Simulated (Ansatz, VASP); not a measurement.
**KI in VASP and in Ansatz**

INCAR

```
SYSTEM = KI
PREC = Accurate ; ENCUT = 520
EDIFF = 1E-6 ; ISMEAR = -1
SIGMA = 0.02 ; LREAL = .FALSE.
LASPH = .TRUE. ; NELM = 60
ALGO = Normal ; ISIF = 2
LWAVE = .FALSE. ; LCHARG = .FALSE.
GGA = PE ; NBANDS = 15
```

The input KPOINTS:

```
regular mesh
0
G
  6 6 6
  0 0 0
```

Contents of POSCAR:

```
KI
1.0
    4.2909401544     -0.0658659314      0.0000000000
   -0.0658659314      4.2909401544      0.0000000000
    0.0000000000      0.0000000000      4.2909401544
K I
1 1
Direct
    0.0000000000      0.0000000000      0.0000000000
    0.5000000000      0.5000000000      0.5000000000
```

Input for Ansatz:

```yaml
crystal:
  lattice:
    - [4.2909401544, -0.0658659314, 0.0]
    - [-0.0658659314, 4.2909401544, 0.0]
    - [0.0, 0.0, 4.2909401544]
  atoms:
    - { symbol: K, position: [0.0, 0.0, 0.0] }
    - { symbol: I, position: [0.5, 0.5, 0.5] }
kpoints:
  mp_grid: { grid: [6, 6, 6] }
  band_path:
    path: [[0.0, 0.0, 0.0], [0.0, 0.5, 0.0], [0.5, 0.5, 0.0], [0.5, 0.5, 0.5]]
    npoints: 1
hamiltonian:
  xc: pbe
scf:
  occupations: { method: fermi_dirac, width: 0.02 }
  n_extra_bands: 4
output:
  forces: true
  stress: true
  eigenvalues: true
```

Change from the starting cell: shear_xy strain -3.1%.

Alike in both runs: task single point; functional PBE; k mesh 6 × 6 × 6; occupations fermi-dirac, width 0.02 eV; no spin polarisation.

|  | VASP | Ansatz |
| --- | --- | --- |
| version | VASP 6.6.1 | Ansatz 0.2.0 |
| potentials or method | VASP PAW PBE potentials, release 64 (K_sv, I) | plane waves, PAW |
| plane-wave cutoff (eV) | 520 | 420 |
| valence electrons in the cell | 16 | 26 |

VASP gave:

- gap on the k mesh at the Fermi level (eV): 3.33
- pressure (GPa): 0.5
- traceless stress, the component that is largest in VASP (GPa): 0.11

Estimate Ansatz's values.

gap on the k mesh at the Fermi level (eV): 3.34; pressure (GPa): 0.5; traceless stress, the component that is largest in VASP (GPa): 0.10.

With one functional, cell and mesh, what is left measures potentials, basis and numerics. VASP's potentials hold 16 valence electrons a cell and Ansatz's 26, so a difference there can come from the potentials and not from the codes.

Neither program's run includes spin-orbit coupling.
